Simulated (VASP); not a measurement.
# WSe2 in VASP: single point with r2SCAN

Aim: the single point of WSe2 with r2SCAN.

Program: VASP 6.6.1. These are calculated values, not measurements. Logs are shortened: lines on timing, memory, paths and dates and some standing lists are left out, and cuts for length are marked.

## Step 1: The cell of the first run

The cell holds a slab with vacuum, 3 atoms: a = 3.318 Å, b = 3.318 Å, c = 16.658 Å, α = 90.00°, β = 90.00°, γ = 120.00°.

## Step 2: Single point, r2SCAN (atoms displaced along a vibrational mode)

POSCAR reads:

```
WSe2
1.0
    3.3179375931      0.0000000000      0.0000000000
   -1.6589687966      2.8734182438      0.0000000000
    0.0000000000      0.0000000000     16.6581424200
W Se
1 2
Direct
   -0.0156970514     -0.0313941028      0.0000000000
    0.3516042551      0.7032085102      0.0997865200
    0.3516042551      0.7032085102      0.9002134800
```

INCAR.step1 reads:

```
SYSTEM = WSe2
PREC = Accurate
ENCUT = 520
ISMEAR = 0
SIGMA = 0.05
LREAL = .FALSE.
LASPH = .TRUE.
NELM = 80
NBANDS = 20
GGA = PE
ALGO = Normal
EDIFF = 1E-4
LWAVE = .TRUE.
LCHARG = .FALSE.
```

INCAR.step2 reads:

```
SYSTEM = WSe2
PREC = Accurate
ENCUT = 520
EDIFF = 1E-6
ISMEAR = 0
SIGMA = 0.05
LREAL = .FALSE.
LASPH = .TRUE.
NELM = 80
ALGO = Normal
ISIF = 2
LWAVE = .FALSE.
LCHARG = .TRUE.
METAGGA = R2SCAN
LMIXTAU = .TRUE.
LELF = .TRUE.
LVHAR = .TRUE.
NBANDS = 20
ISTART = 1
```

KPOINTS reads:

```
regular mesh
0
G
  12 12 2
  0 0 0
```

Potentials or basis: VASP PAW PBE potentials, release 64 (W_sv, Se).

Command:

```console
$ cat potpaw_PBE.64/W_sv/POTCAR potpaw_PBE.64/Se/POTCAR > POTCAR
$ cp INCAR.step1 INCAR
$ mpirun -np 1 vasp_std > vasp.out
$ cp INCAR.step2 INCAR
$ mpirun -np 1 vasp_std > vasp.out
```

OUTCAR:

```text
SYSTEM = WSe2
   PREC = Accurate
   ENCUT = 520
   EDIFF = 1E-6
   ISMEAR = 0
   LREAL = .FALSE.
   LASPH = .TRUE.
   NELM = 80
   ISIF = 2
   METAGGA = R2SCAN
   ISTART = 1

 ion  position               nearest neighbor table
   1  0.984  0.969  0.000-   2 2.47   3 2.47   2 2.47   3 2.47   2 2.69   3 2.69
   2  0.352  0.703  0.100-   1 2.47   1 2.47   1 2.69
   3  0.352  0.703  0.900-   1 2.47   1 2.47   1 2.69

  LATTYP: Found a hexagonal cell.
 ALAT       =     3.3179375931
 C/A-ratio  =     5.0206316281

  Lattice vectors:

 A1 = (   3.3179375931,   0.0000000000,   0.0000000000)
 A2 = (  -1.6589687966,   2.8734182438,   0.0000000000)
 A3 = (   0.0000000000,   0.0000000000,  16.6581424200)

Analysis of symmetry for initial positions (statically):
=====================================================================
 Subroutine PRICEL returns:
 Original cell was already a primitive cell.

 Routine SETGRP: Setting up the symmetry group for a
 hexagonal supercell.

 Subroutine GETGRP returns: Found  4 space group operations
 (whereof  4 operations were pure point group operations)
 out of a pool of 24 trial point group operations.

The static configuration has the point symmetry C_2v.

Analysis of symmetry for dynamics (positions and initial velocities):
=====================================================================
 Subroutine PRICEL returns:
 Original cell was already a primitive cell.

 Routine SETGRP: Setting up the symmetry group for a
 hexagonal supercell.

 Subroutine GETGRP returns: Found  4 space group operations
 (whereof  4 operations were pure point group operations)
 out of a pool of 24 trial point group operations.

The dynamic configuration has the point symmetry C_2v.

 Subroutine INISYM returns: Found  4 space group operations
 (whereof  4 operations are pure point group operations),
 and found     1 'primitive' translations

----------------------------------------------------------------------------------------

                                     Primitive cell

  volume of cell :     158.8158

  direct lattice vectors                    reciprocal lattice vectors
     3.317937593  0.000000000  0.000000000     0.301392046  0.174008779  0.000000000
    -1.658968797  2.873418244  0.000000000     0.000000000  0.348017558  0.000000000
     0.000000000  0.000000000 16.658142420     0.000000000  0.000000000  0.060030703

  length of vectors
     3.317937593  3.317937593 16.658142420     0.348017558  0.348017558  0.060030703

  position of ions in fractional coordinates (direct lattice)
     0.984302949  0.968605897  0.000000000
     0.351604255  0.703208510  0.099786520
     0.351604255  0.703208510  0.900213480

  ion indices of the primitive-cell ions
   primitive index   ion index
                 1           1
                 2           2
                 3           3

----------------------------------------------------------------------------------------

 KPOINTS: regular mesh

Automatic generation of k-mesh.
 Grid dimensions read from file:
 generate k-points for:   12   12    2

 Generating k-lattice:

  Cartesian coordinates                     Fractional coordinates (reciprocal lattice)
     0.025116004  0.014500732  0.000000000     0.083333333  0.000000000  0.000000000
     0.000000000  0.029001463  0.000000000     0.000000000  0.083333333  0.000000000
     0.000000000  0.000000000  0.030015351     0.000000000  0.000000000  0.500000000

  Length of vectors
     0.029001463  0.029001463  0.030015351

  Shift w.r.t. Gamma in fractional coordinates (k-lattice)
     0.000000000  0.000000000  0.000000000

 Subroutine IBZKPT returns following result:
 ===========================================

 Found     86 irreducible k-points:

 Following reciprocal coordinates:
            Coordinates               Weight
  0.000000  0.000000  0.000000      1.000000
  0.083333  0.000000  0.000000      4.000000
  0.000000  0.083333  0.000000      2.000000
  0.166667  0.000000  0.000000      4.000000
  0.000000  0.166667  0.000000      2.000000
  0.250000  0.000000  0.000000      4.000000
[... 16 lines left out ...]
 -0.083333  0.416667  0.000000      4.000000
 -0.416667  0.333333  0.000000      4.000000
 [... further k-points ...]
   k-points           NKPTS =     86   k-points in BZ     NKDIM =     86   number of bands    NBANDS=     20
   number of dos      NEDOS =    301   number of ions     NIONS =      3
   total plane-waves  NPLWV =  98784
   dimension x,y,z NGX =    28 NGY =   28 NGZ =  126
   dimension x,y,z NGXF=    56 NGYF=   56 NGZF=  252
   ions per type =               1   2
   NGX,Y,Z   is equivalent  to a cutoff of  14.03, 14.03, 12.57 a.u.
   NGXF,Y,Z  is equivalent  to a cutoff of  28.06, 28.06, 25.15 a.u.
 SYSTEM =  WSe2
   PREC   = accura    normal or accurate (medium, high low for compatibility)
   ISTART =      1    job   : 0-new  1-cont  2-samecut
   ICHARG =      0    charge: 1-file 2-atom 10-const
   ISPIN  =      1    spin polarized calculation?
   LNONCOLLINEAR =      F non collinear calculations
   LSORBIT =      F    spin-orbit coupling
   LASPH  =      T    aspherical Exc in radial PAW
   ENCUT  =  520.0 eV  38.22 Ry    6.18 a.u.   6.17  6.17 30.97*2*pi/ulx,y,z
   NELM   =     80;   NELMIN=  2; NELMDL=  0     # of ELM steps
   EDIFF  = 0.1E-05   stopping-criterion for ELM
   LREAL  =      F    real-space projection
   EDIFFG = 0.1E-04   stopping-criterion for IOM
   NSW    =      0    number of steps for IOM
   IBRION =     -1    ionic relax: 0-MD 1-quasi-New 2-CG
   NFREE  =      0    steps in history (QN), initial steepest desc. (CG)
   ISIF   =      2    stress and relaxation
   ISYM   =      2    0-nonsym 1-usesym 2-fastsym
   POTIM  = 0.5000    time-step for ionic-motion
   TEBEG  =    0.0;   TEEND  =   0.0 temperature during run
   PSTRESS=    0.0 pullay stress
   NELECT =      26.0000    total number of electrons
   NUPDOWN=      -1.0000    fix difference up-down
   EMIN   =  10.00;   EMAX   =-10.00  energy-range for DOS
   EFERMI =   0.00;   METHOD = LEGACY
   ISMEAR =     0;   SIGMA  =   0.05  broadening in eV -4-tet -1-fermi 0-gaus
   EFERMI_NEDOS =   21; number of points for ismear=-14 and -15
   IALGO  =     38    algorithm
   IMIX   =      4    mixing-type and parameters
     AMIX     =   0.40;   BMIX     =  1.00
     AMIX_MAG =   1.60;   BMIX_MAG =  1.00
  volume/ion in A,a.u.               =      52.94       357.25
  Fermi-wavevector in a.u.,A,eV,Ry     =   0.895574  1.692389 10.912587  0.802053
  Thomas-Fermi vector in A             =   2.017923
   LORBIT       =      0    0 simple, 1 ext, 2 COOP (PROOUT), +10 PAW based schemes
   METAGGA = R2SCAN    functional components
   LHFCALC =     F    Hartree Fock is set to
   AEXX    =    0.0000 exact exchange contribution
   IVDW    =     0    specifies the selected vdW correction
   LEPSILON=     F    determine dielectric tensor
   LRPA    =     F    only Hartree local field effects (RPA)
 non-spin polarized calculation
 Gauss-broadening in eV      SIGMA  =   0.05
  energy-cutoff  :      520.00
  volume of cell :      158.82
 maximum number of plane-waves:      4302
 NGX is ok and might be reduce to    28
   NGX = 13   NGY = 13   NGZ = 61

 number of electron      25.9999999 magnetization

 Free energy of the ion-electron system (eV)
  ---------------------------------------------------
  ext. energy  EPLUGINS =         0.00000000
  ---------------------------------------------------
  free energy    TOTEN  =       -81.40612735 eV

  energy without entropy =      -81.40612735  energy(sigma->0) =      -81.40612735

 E-fermi :  -0.5811     XC(G=0):  -4.8275

 val. band max:       -1.0144979527   @ k =   0.3333   0.3333   0.0000
 cond. band min:       0.5775077989   @ k =   0.3333   0.3333   0.5000
 fundamental gap:      1.5920057516
 Fermi energy:        -0.5810656616

 k-point     1 :       0.0000    0.0000    0.0000
  band No.  band energies     occupation
      1     -77.0845      2.00000
      2     -40.6840      2.00000
      3     -40.5888      2.00000
      4     -40.5397      2.00000
      5     -16.4779      2.00000
      6     -15.1091      2.00000
[... 12 lines left out ...]
     19       4.5358      0.00000
     20       4.7980      0.00000

 k-point     2 :       0.0833    0.0000    0.0000
  band No.  band energies     occupation
      1     -77.0838      2.00000
      2     -40.6808      2.00000
      3     -40.6026      2.00000
      4     -40.5455      2.00000
      5     -16.3683      2.00000
      6     -15.0626      2.00000
[... 12 lines left out ...]
     19       4.6796      0.00000
     20       5.1013      0.00000

 k-point     3 :       0.0000    0.0833    0.0000
  band No.  band energies     occupation
      1     -77.0838      2.00000
      2     -40.6812      2.00000
      3     -40.5924      2.00000
      4     -40.5546      2.00000
      5     -16.3780      2.00000
      6     -15.0503      2.00000
[... 12 lines left out ...]
     19       4.6644      0.00000
     20       5.0937      0.00000

 k-point     4 :       0.1667    0.0000    0.0000
  band No.  band energies     occupation
      1     -77.0818      2.00000
      2     -40.6721      2.00000
      3     -40.6426      2.00000
      4     -40.5587      2.00000
      5     -16.0538      2.00000
      6     -14.9308      2.00000
[... 12 lines left out ...]
     19       5.0787      0.00000
     20       5.6910      0.00000

 k-point     5 :       0.0000    0.1667    0.0000
  band No.  band energies     occupation
      1     -77.0819      2.00000
      2     -40.6737      2.00000
      3     -40.6021      2.00000
      4     -40.5952      2.00000
      5     -16.0929      2.00000
      6     -14.8815      2.00000
[... 12 lines left out ...]
     19       5.0342      0.00000
     20       5.6416      0.00000
[... 353 lines left out ...]
      6     -14.6270      2.00000
[... 12 lines left out ...]
     19       6.1903      0.00000
     20       6.2489      0.00000

 k-point    22 :       0.3333    0.0833    0.0000
  band No.  band energies     occupation
      1     -77.0752      2.00000
      2     -40.7718      2.00000
      3     -40.6432      2.00000
      4     -40.6068      2.00000
      5     -14.7542      2.00000
      6     -14.3769      2.00000
[... 12 lines left out ...]
     19       6.2735      0.00000
     20       6.8472      0.00000

 k-point    23 :      -0.0833    0.4167    0.0000
  band No.  band energies     occupation
      1     -77.0755      2.00000
      2     -40.7257      2.00000
      3     -40.6476      2.00000
      4     -40.6424      2.00000
      5     -14.9128      2.00000
      6     -14.1948      2.00000
[... 12 lines left out ...]
     19       6.2517      0.00000
     20       6.6950      0.00000

 k-point    24 :      -0.4167    0.3333    0.0000
  band No.  band energies     occupation
      1     -77.0752      2.00000
      2     -40.7826      2.00000
      3     -40.6420      2.00000
      4     -40.5989      2.00000
      5     -14.7167      2.00000
      6     -14.4260      2.00000
[... 12 lines left out ...]
     19       6.3262      0.00000
     20       6.7779      0.00000

 [... further k-points ...]
[... 5 lines left out ...]
  --------------------------------------------------------------------------------------
  -------------------------------------------------------------------------------------
  Total        1.8085202     -0.9655829      1.2743210      0.0000000      0.0000000      0.0000000
  in kB       18.2448511     -9.7410667     12.8557020      0.0000000      0.0000000      0.0000000
  external PRESSURE =       7.1198288 kB  Pullay stress =       0.0000000 kB

 VOLUME and BASIS-vectors are now :
 -----------------------------------------------------------------------------
  energy-cutoff  :      520.00
  volume of cell :      158.82
      direct lattice vectors                 reciprocal lattice vectors
     3.317937593  0.000000000  0.000000000     0.301392046  0.174008779  0.000000000
    -1.658968797  2.873418244  0.000000000     0.000000000  0.348017558  0.000000000
     0.000000000  0.000000000 16.658142420     0.000000000  0.000000000  0.060030703

 POSITION                                       TOTAL-FORCE (eV/Angst)
 -----------------------------------------------------------------------------------
      1.65897      2.78321      0.00000        -0.000000      3.419574      0.000000
     -0.00000      2.02061      1.66226         0.000000     -1.709787      0.386261
     -0.00000      2.02061     14.99588         0.000000     -1.709787     -0.386261
 -----------------------------------------------------------------------------------
    total drift:                                0.000001     -0.000012      0.000000

  FREE ENERGIE OF THE ION-ELECTRON SYSTEM (eV)
  ---------------------------------------------------
  free  energy   TOTEN  =       -81.4061273462 eV

  energy  without entropy=      -81.4061273462  energy(sigma->0) =      -81.40612735
```

It took 21 min on 1 thread of Intel Xeon Platinum 8488C (Sapphire Rapids), shared host; peak memory 0.52 GiB.

Results:

| Item | Value |
| --- | --- |
| Free energy | -81.4061 eV |
| Largest force | 3.420 eV/Å |
| Band gap on the k mesh | 1.59 eV |

Forces on the atoms (eV/Å):
```
W    0.000  3.420  0.000
Se   0.000 -1.710  0.386
Se   0.000 -1.710 -0.386
```

Caveat: the cell differs from its parent crystal (atoms displaced along a vibrational mode); the PAW data sets were made with another functional, which shifts forces and pressure a little; spin-orbit coupling is left out, which moves the levels of the heavy elements.
